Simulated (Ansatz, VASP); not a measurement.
**SiC in VASP and in Ansatz**

The input INCAR:

```
  PREC = Accurate
  ENCUT = 520
  EDIFF = 1E-6
  ISMEAR = 0
  SIGMA = 0.05
  LREAL = False
  LASPH = True
  NELM = 100
  ALGO = Normal
  ISIF = 2
  LWAVE = False
  LCHARG = False
  NBANDS = 11
```

File KPOINTS:

```
regular mesh
0
Gamma
  6 6 6
```

Contents of POSCAR:

```
SiC
1.0
    0.0000000000      2.4699044516      2.4699044516
    2.4699044516      0.0000000000      2.4699044516
    2.4699044516      2.4699044516      0.0000000000
C Si
1 1
Direct
    0.0000000000      0.0000000000      0.0000000000
    0.2500000000      0.2500000000      0.2500000000
```

Input for Ansatz:

```yaml
crystal:
  lattice:
    - [0.0, 2.4699044516, 2.4699044516]
    - [2.4699044516, 0.0, 2.4699044516]
    - [2.4699044516, 2.4699044516, 0.0]
  atoms:
    - { symbol: C, position: [0.0, 0.0, 0.0] }
    - { symbol: Si, position: [0.25, 0.25, 0.25] }
basis:
  ecutwfc: 420
kpoints:
  mp_grid: { grid: [6, 6, 6] }
hamiltonian:
  xc: lda
scf:
  occupations: { method: gaussian, width: 0.05 }
output:
  forces: true
  stress: true
  eigenvalues: true
```

Alike in both runs: task single point; functional LDA; k mesh 6 × 6 × 6; occupations gaussian, width 0.05 eV; no spin polarisation.

```csv
,VASP,Ansatz
version,VASP 6.6.1,Ansatz 0.2.0
potentials or method,"VASP PAW LDA potentials, release 64 (C, Si), cutoff 520 eV","scalar-relativistic, plane waves, PAW"
valence electrons in the cell,8,8
```

Ansatz gave:

```
gap on the k mesh at the Fermi level (eV) : 1.51
least direct gap on the mesh (eV)         : 2.08
```

Q: What did VASP give for the same quantities?

A: gap on the k mesh at the Fermi level (eV): 1.50; least direct gap on the mesh (eV): 2.09.

LDA's correlation is that of Perdew and Zunger in VASP and of Perdew and Wang (1992) in Ansatz.
